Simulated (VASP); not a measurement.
Si: relaxation of cell and atoms with PBE

Crystal: Si.

```
CELL_PARAMETERS angstrom
0.03378 -0.07571 3.64566
1.82662 -4.57470 0.11423
5.57038 4.61058 -0.04554
ATOMIC_POSITIONS crystal
Si 0.53679 0.45732 0.13323
Si 0.48322 0.01685 0.65660
Si 0.54202 0.03060 0.34899
Si 0.55377 0.45391 0.82696
Si 0.93509 0.24505 0.25086
Si 0.94910 0.79627 0.78337
```

* Program: VASP 6.6.1
* Task: relaxation of cell and atoms
* Functional: PBE
* Potentials or basis: VASP PAW PBE potentials, release 64 (Si)
* Cutoff: 600 eV
* k mesh: 6 × 6 × 4
* Occupations: gaussian, width 0.2 eV
* Spin: no spin polarisation
* Dipole correction: no
* Further INCAR settings: ALGO = Normal; EDIFF = 1e-06; IBRION = 2; EDIFFG = -0.025; NSW = 80; ISIF = 3

| Item | Value |
| --- | --- |
| Relaxed volume | 20.25 Å³/atom |
| Relaxed cell | a = 3.628 Å, b = 5.006 Å, c = 6.876 Å, α = 103.37°, β = 90.03°, γ = 89.96° |
| Space group after relaxing (to 0.1 Å) | P2/m (No. 10) |
| Energy gained by relaxing | 545.9 meV/atom |
| Ionic steps | 29 |
| Pressure after relaxing | 0.0 GPa |
| Largest force after relaxing | 0.018 eV/Å |
| Band gap on the k mesh | zero (bands 12 and 13 overlap by 2.41 eV) |

Forces in eV/Å, atoms in the order of the input:
```
Si  -0.014 -0.004  0.007
Si  -0.002  0.003 -0.001
Si  -0.003  0.011 -0.009
Si   0.003 -0.015  0.010
Si   0.011  0.001 -0.009
Si   0.005  0.005  0.002
```

The path:
| step | energy change (eV) | largest force (eV/Å) | pressure (GPa) | volume (Å³) |
| --- | --- | --- | --- | --- |
| 1 | 0.0000 | 6.1813 | 7.37 | 123.54 |
| 2 | -1.3958 | 0.8769 | -8.08 | 141.09 |
| 3 | -1.5707 | 1.2872 | -5.55 | 135.19 |
| 4 | -2.1027 | 0.9716 | -0.92 | 123.84 |
| 5 | -2.1255 | 0.9887 | 0.74 | 121.24 |
| 6 | -2.2674 | 0.9525 | 1.10 | 120.23 |
| 7 | -2.3027 | 1.0342 | 1.73 | 119.39 |
| 8 | -2.4324 | 1.1710 | 0.40 | 121.05 |
| 9 | -2.6373 | 1.4663 | -2.78 | 126.08 |
| 10 | -2.7613 | 1.2643 | -2.50 | 125.44 |
| 11 | -2.9029 | 0.9154 | -1.45 | 123.93 |
| 12 | -2.9915 | 0.6892 | -0.60 | 122.46 |
| 13 | -3.0708 | 0.5314 | 1.56 | 119.37 |
| 14 | -3.1137 | 0.4328 | 0.61 | 120.68 |
| 15 | -3.1419 | 0.4425 | -0.80 | 122.86 |
| 16 | -3.1677 | 0.3374 | -0.32 | 122.17 |
| 17 | -3.1875 | 0.4697 | 0.72 | 120.80 |
| 18 | -3.2064 | 0.3118 | 0.38 | 121.24 |
| 19 | -3.2158 | 0.3769 | -0.05 | 121.84 |
| 20 | -3.2306 | 0.2943 | -0.18 | 122.00 |
| 21 | -3.2558 | 0.2409 | -0.60 | 122.48 |
| 22 | -3.2578 | 0.2431 | -0.76 | 122.64 |
| 23 | -3.2699 | 0.1598 | -0.10 | 121.58 |
| 24 | -3.2711 | 0.1593 | 0.18 | 121.15 |
| 25 | -3.2739 | 0.1024 | 0.12 | 121.25 |
| 26 | -3.2749 | 0.0544 | 0.06 | 121.36 |
| 27 | -3.2754 | 0.0404 | -0.02 | 121.50 |
| 28 | -3.2755 | 0.0451 | -0.04 | 121.55 |
| 29 | -3.2756 | 0.0181 | 0.00 | 121.50 |

Final structure:
```cif
data_structure
_symmetry_space_group_name_H-M 'P 1'
_symmetry_Int_Tables_number 1
_cell_length_a 3.6278
_cell_length_b 5.0063
_cell_length_c 6.8759
_cell_angle_alpha 103.370
_cell_angle_beta 90.033
_cell_angle_gamma 89.964
_cell_volume 121.50
loop_
_atom_site_label
_atom_site_type_symbol
_atom_site_fract_x
_atom_site_fract_y
_atom_site_fract_z
_atom_site_occupancy
Si1 Si 0.50039 0.46790 0.16611 1
Si2 Si 0.49912 0.06350 0.67484 1
Si3 Si 0.50137 0.93743 0.32488 1
Si4 Si 0.49896 0.53200 0.83555 1
Si5 Si 0.00100 0.13649 0.16857 1
Si6 Si 0.99916 0.86267 0.83005 1
```

Levels at points of the mesh, in eV from the Fermi level:
| k point | band 10 | band 11 | band 12 | band 13 | band 14 | band 15 |
| --- | --- | --- | --- | --- | --- | --- |
| (0.00, 0.00, 0.00) | -1.02 | -0.94 | 0.87 | 0.99 | 1.56 | 1.62 |
| (0.50, 0.00, 0.00) | -3.07 | -2.87 | -1.75 | -1.00 | 0.13 | 0.67 |
| (0.00, 0.50, 0.00) | -1.42 | -0.87 | 0.41 | 0.97 | 1.38 | 1.64 |
| (0.50, 0.50, 0.00) | -3.09 | -2.67 | 0.86 | 0.99 | 1.42 | 3.06 |
| (0.00, 0.00, 0.50) | -1.81 | -1.47 | 0.45 | 1.29 | 2.03 | 2.21 |
| (0.50, 0.00, 0.50) | -2.86 | -2.30 | -2.07 | -1.16 | 0.06 | 0.63 |
| (0.00, 0.50, 0.50) | -1.05 | -1.04 | -0.24 | 0.95 | 1.65 | 1.70 |
| (0.50, 0.50, 0.50) | -2.22 | -1.35 | -1.21 | 0.76 | 1.69 | 1.92 |

It took 29 min on 1 thread of Intel(R) Xeon(R) Platinum 8488C (Sapphire Rapids), on a shared host, peak memory 0.34 GiB.
